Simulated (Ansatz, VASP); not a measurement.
AlN in VASP and in Ansatz

POSCAR

```
AlN
1.0
    3.1222351271      0.0000000000      0.0000000000
   -1.5611175635      2.7039349366      0.0000000000
    0.0000000000      0.0000000000      4.9783374663
Al N
2 2
Direct
    0.3333333333      0.6666666667      0.0001702140
    0.6666666667      0.3333333333      0.5001702140
    0.3333333333      0.6666666667      0.3818297860
    0.6666666667      0.3333333333      0.8818297860
```

INCAR.step1

```
SYSTEM = AlN
ALGO     = Normal         ! electronic algorithm
EDIFF    = 1E-4           ! SCF threshold, eV
ENCUT    = 520            ! plane-wave cutoff, eV
GGA      = PE             ! functional
ISMEAR   = 0              ! smearing method
LASPH    = .TRUE.         ! aspherical terms in the spheres
LCHARG   = .FALSE.        ! write CHGCAR
LREAL    = .FALSE.        ! projectors in reciprocal space
LWAVE    = .TRUE.         ! write WAVECAR
NELM     = 60             ! most SCF steps
PREC     = Accurate       ! precision mode
SIGMA    = 0.01           ! smearing width, eV
```

The input INCAR.step2:

```
SYSTEM = AlN
ALGO     = Normal         ! electronic algorithm
EDIFF    = 1E-6           ! SCF threshold, eV
EDIFFG   = -0.004         ! ionic threshold
ENCUT    = 520            ! plane-wave cutoff, eV
IBRION   = 2              ! ionic algorithm
ISIF     = 2              ! what is computed and relaxed
ISMEAR   = 0              ! smearing method
ISTART   = 1            
LASPH    = .TRUE.         ! aspherical terms in the spheres
LCHARG   = .FALSE.        ! write CHGCAR
LMIXTAU  = .TRUE.       
LREAL    = .FALSE.        ! projectors in reciprocal space
LWAVE    = .FALSE.        ! write WAVECAR
METAGGA  = R2SCAN         ! meta-GGA
NELM     = 60             ! most SCF steps
NSW      = 80             ! ionic steps
PREC     = Accurate       ! precision mode
SIGMA    = 0.01           ! smearing width, eV
```

The input KPOINTS:

```
k-points
0
G
  8 8 5
  0 0 0
```

Input for Ansatz:

```yaml
crystal:
  lattice:
    - [3.1222351271, 0.0, 0.0]
    - [-1.5611175635, 2.7039349366, 0.0]
    - [0.0, 0.0, 4.9783374663]
  atoms:
    - { symbol: Al, position: [0.3333333333, 0.6666666667, 0.000170214] }
    - { symbol: Al, position: [0.6666666667, 0.3333333333, 0.500170214] }
    - { symbol: "N", position: [0.3333333333, 0.6666666667, 0.381829786] }
    - { symbol: "N", position: [0.6666666667, 0.3333333333, 0.881829786] }
scf:
  occupations: { method: fixed }
output:
  forces: true
  stress: true
  eigenvalues: true
  polarization: { axes: [b3], string_points: 12 }
hamiltonian:
  xc: r2scan
kpoints:
  mp_grid: { grid: [8, 8, 5] }
relax:
  f_tol: 0.004
```

Alike in both runs: task relaxation of the atoms; functional r2SCAN; k mesh 8 × 8 × 5; no spin polarisation.

|  | VASP | Ansatz |
| --- | --- | --- |
| version | VASP 6.6.1 | Ansatz 0.2.0 |
| potentials or method | VASP PAW PBE potentials, release 64 (Al, N) | scalar-relativistic, plane waves, PAW |
| plane-wave cutoff (eV) | 520 | 500 |
| occupations | gaussian, width 0.01 eV | fixed |
| valence electrons in the cell | 16 | 16 |

Ansatz gave:

| Property | Result |
| --- | --- |
| gap on the k mesh at the Fermi level, each at its own relaxed structure (eV) | 4.76 |

Which values does VASP return?

gap on the k mesh at the Fermi level, each at its own relaxed structure (eV): 4.80.

VASP's potentials were made for PBE, not for r2SCAN. Ansatz's warnings: stress scf threshold loose.
